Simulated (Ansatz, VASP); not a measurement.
**Two plane-wave programs on Si3NiMo**

```xyz
5
Lattice="4.6584 0.0000 0.0000 0.0000 4.6584 0.0000 0.0000 0.0000 4.6584" Properties=species:S:1:pos:R:3 pbc="T T T"
Si    2.3292    0.0000    0.0000
Si    0.0000    2.3292    0.0000
Si    0.0000    0.0000    2.3292
Ni    2.3292    2.3292    2.3292
Mo    0.0000    0.0000    0.0000
```

Change from the starting cell: species swapped into the HoRu3C type (Pm-3m, No. 221).

Alike in both runs: task relaxation of cell and atoms; functional PBE; k mesh 8 × 8 × 8; occupations gaussian, width 0.1 eV; no spin polarisation.

|  | VASP | Ansatz |
| --- | --- | --- |
| version | VASP 6.6.1 | Ansatz 0.2.0 |
| potentials or method | VASP PAW PBE potentials, release 64 (Si, Ni, Mo_sv), cutoff 600 eV | scalar-relativistic, plane waves, PAW |
| valence electrons in the cell | 36 | 44 |

```csv
,VASP,Ansatz,Ansatz less VASP
"gap on the k mesh at the Fermi level, each at its own relaxed structure (eV)",none,none,-
relaxed volume (Å³/atom),20.37,20.36,-0.008
relaxed length of the cell vector where the two differ most in proportion (Å),4.670,4.669,-0.0006
```

A gap of «none» marks a metal or a gap that the smearing closes. VASP's potentials hold 36 valence electrons a cell and Ansatz's 44, so a difference there can come from the potentials and not from the codes.
